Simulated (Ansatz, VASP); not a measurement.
## C in VASP and in Ansatz

INCAR

```
  PREC = Accurate
  ENCUT = 520
  EDIFF = 1E-6
  ISMEAR = 0
  SIGMA = 0.05
  LREAL = F
  LASPH = T
  NELM = 100
  ALGO = Normal
  ISIF = 2
  LWAVE = F
  LCHARG = F
  GGA = PE
  IVDW = 12
  NBANDS = 31
```

File KPOINTS:

```
regular mesh
0
Gamma
  7 11 3
```

POSCAR

```
C
1.0
    0.0000000000      1.4231666446     -3.3613878322
   -2.4649969361      0.0000000000      0.0000000000
    2.8758297588      9.9231014894      1.0034980491
C
10
Direct
   -0.0329180500      0.6429092749      0.8939222356
    0.7207335246      0.6801922067      0.0687361772
    0.7823206309      0.4208714738      0.2750326918
   -0.1560922627      1.1615507408      0.4813292064
   -0.0945051563      0.9022300079      0.6876257210
    0.7408535818      0.2604870603      0.1375603374
   -0.1975593118      1.0011663274      0.3438568521
   -0.1359722055      0.7418455944      0.5501533667
   -0.0743850991      1.4825248615      0.7564498813
   -0.0127979927      1.2232041285      0.9627463959
```

Input for Ansatz:

```yaml
crystal:
  lattice:
    - [0.0, 1.4231666446, -3.3613878322]
    - [-2.4649969361, 0.0, 0.0]
    - [2.8758297588, 9.9231014894, 1.0034980491]
  atoms:
    - { symbol: C, position: [-0.03291805, 0.6429092749, 0.8939222356] }
    - { symbol: C, position: [0.7207335246, 0.6801922067, 0.0687361772] }
    - { symbol: C, position: [0.7823206309, 0.4208714738, 0.2750326918] }
    - { symbol: C, position: [-0.1560922627, 1.1615507408, 0.4813292064] }
    - { symbol: C, position: [-0.0945051563, 0.9022300079, 0.687625721] }
    - { symbol: C, position: [0.7408535818, 0.2604870603, 0.1375603374] }
    - { symbol: C, position: [-0.1975593118, 1.0011663274, 0.3438568521] }
    - { symbol: C, position: [-0.1359722055, 0.7418455944, 0.5501533667] }
    - { symbol: C, position: [-0.0743850991, 1.4825248615, 0.7564498813] }
    - { symbol: C, position: [-0.0127979927, 1.2232041285, 0.9627463959] }
basis:
  ecutwfc: 520.0
kpoints:
  mp_grid: { grid: [7, 11, 3] }
hamiltonian:
  xc: pbe
  dispersion: d3bj
scf:
  occupations: { method: gaussian, width: 0.05 }
output:
  forces: true
  stress: true
  eigenvalues: true
```

Alike in both runs: task single point; functional PBE; dispersion D3(BJ); k mesh 7 × 11 × 3; occupations gaussian, width 0.05 eV; no spin polarisation.

```csv
,VASP,Ansatz
version,VASP 6.6.1,Ansatz 0.2.0
potentials or method,"VASP PAW PBE potentials, release 64 (C), cutoff 520 eV","scalar-relativistic, plane waves, PAW"
valence electrons in the cell,40,40
```

```csv
,VASP,Ansatz,Ansatz less VASP
gap on the k mesh at the Fermi level (eV),none,none,-
pressure (GPa),10.7,10.2,-0.48
"traceless stress, the component that is largest in VASP (GPa)",10.04,10.04,-0.001
rms of the force components (eV/Å),1.694,1.690,-0.0035
```

Atom by atom the forces differ by 0.016 eV/Å (rms over components). A gap of «none» marks a metal or a gap that the smearing closes.
